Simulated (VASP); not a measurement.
## Si2Ni: single point with PBE

Crystal: Si2Ni.

```
Si Ni
1.0
     0.00000    2.72317    2.72317
     2.72317    0.00000    2.72317
     2.72317    2.72317    0.00000
Si Ni
2 1
Direct
  0.25000 0.25000 0.25000
  0.75000 0.75000 0.75000
  0.00000 0.00000 0.00000
```

```yaml
Program: VASP 6.6.1
Task: single point
Functional: PBE
Potentials_or_basis: VASP PAW PBE potentials, release 64 (Si, Ni)
Cutoff: 520 eV
k_mesh: 14 × 14 × 14
Occupations: gaussian, width 0.15 eV
Spin: collinear spin, ferromagnetic start
Starting_moments: "[0.0, 0.0, 0.625] μB"
Fixed_moment: 0.625 μB
```

```json
{
 "Pressure": "1.2 GPa",
 "Net moment": "0.62 μB per cell",
 "Site moments": "Si +0.08; Ni +0.30 μB",
 "Valence electrons inside the program's atomic spheres": "Si 1.58; Ni 9.74"
}
```

Wall time 110 s on 1 thread of Intel(R) Xeon(R) Platinum 8488C (Sapphire Rapids), on a shared host, peak memory 0.27 GiB.

Caveat: the total moment is fixed, so each spin has its own Fermi level.
